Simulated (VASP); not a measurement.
## PbSe: single point with r2SCAN+D3(BJ)

The system is PbSe.

```
CELL_PARAMETERS angstrom
2.19464 -6.42964 0.00000
2.19464 6.42964 0.00000
0.00000 0.00000 4.47721
ATOMIC_POSITIONS crystal
Pb 0.63766 0.36234 0.75000
Pb 0.36234 0.63766 0.25000
Se 0.85540 0.14460 0.75000
Se 0.14460 0.85540 0.25000
```

* Program: VASP 6.6.1
* Task: single point
* Functional: r2SCAN
* Dispersion: D3(BJ)
* Potentials or basis: VASP PAW PBE potentials, release 64 (Pb_d, Se)
* Cutoff: 520 eV
* k mesh: 4 × 4 × 4
* Occupations: gaussian, width 0.01 eV
* Spin: no spin polarisation
* Dipole correction: no
* Further INCAR settings: ALGO = Normal; EDIFF = 1e-06; NBANDS = 28

```
Pressure                   : -2.0 GPa
Largest force              : 0.014 eV/Å
Band gap on the k mesh     : 1.54 eV (least direct gap 1.86 eV)
Dispersion energy per atom : -0.158 eV
```

Forces on the atoms (eV/Å):
```
Pb   0.000  0.014  0.000
Pb   0.000 -0.014  0.000
Se   0.000 -0.011  0.000
Se   0.000  0.011  0.000
```

Levels at points of the mesh, in eV from the valence-band top:
```
           k point  band 16  band 17  band 18  band 19  band 20  band 21  band 22  band 23  band 24  band 25
(0.00, 0.00, 0.00)    -2.52    -2.12    -1.29    -1.13    -0.21     4.96     5.03     5.10     5.39     5.51
(0.50, 0.00, 0.00)    -1.66    -0.98    -0.82    -0.25    -0.13     2.00     2.14     2.51     3.09     3.15
(0.50, 0.50, 0.00)    -2.29    -1.92    -1.44    -1.01    -0.33     1.54     4.77     5.18     5.24     5.29
(0.00, 0.00, 0.50)    -2.26    -0.80    -0.80     0.00     0.00     2.06     2.06     2.84     2.84     5.08
(0.50, 0.00, 0.50)    -3.88    -2.66    -2.66    -1.23    -1.23     3.77     3.77     5.71     5.71     6.66
(0.50, 0.50, 0.50)    -1.06    -0.87    -0.87    -0.19    -0.19     1.83     1.83     3.14     3.14     3.44
```

Run time: 4.3 min on 1 thread of Intel(R) Xeon(R) Platinum 8559C (Emerald Rapids), with other jobs on the host, peak memory 0.38 GiB.

Caveat: the PAW data sets were made with another functional, which shifts forces and pressure a little; spin-orbit coupling is left out, which moves the levels of the heavy elements. A k mesh can miss the band edges.
